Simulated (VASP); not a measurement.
Runs of VASP 6.6.1 on In3P. The structure is that of space group R-3m (No. 166), or close to it. The cells are those of the table. The cell was generated, and may not be a known phase.

| task | cell | k mesh | cutoff (eV) | gap on the mesh (eV) | pressure (GPa) |
| --- | --- | --- | --- | --- | --- |
| relaxation of cell and atoms | relaxed from a = 4.808 Å, angles 78.6°, 4 atoms | 6 × 6 × 6 | 600 | none | 0.0 |
| single point | a = 5.620 Å, angles 66.3°, 4 atoms | 12 × 12 × 12 | 520 | none | 0.0 |
| single point | a = 4.808 Å, angles 78.6°, 4 atoms | 6 × 6 × 6 | 520 | none | (a) |
| single point | a = 5.652 Å, angles 65.3°, 4 atoms | 6 × 6 × 6 | 520 | none | -0.1 |

Alike in all rows: level PBE; potentials or basis VASP PAW PBE potentials, release 64 (In_d, P); no spin polarisation; smearing gaussian 0.1 eV.

Task: Fill in the values left out.

Result: (a) 18.1.

Caveats: spin-orbit coupling is left out, which moves the levels of the heavy elements; the stress differs along the axes, from 16 to 22 GPa (at least some runs).

A k mesh can miss the band edges, and the runs leave out spin-orbit coupling on In.

A gap of «none» marks levels without a gap at the run's occupations.
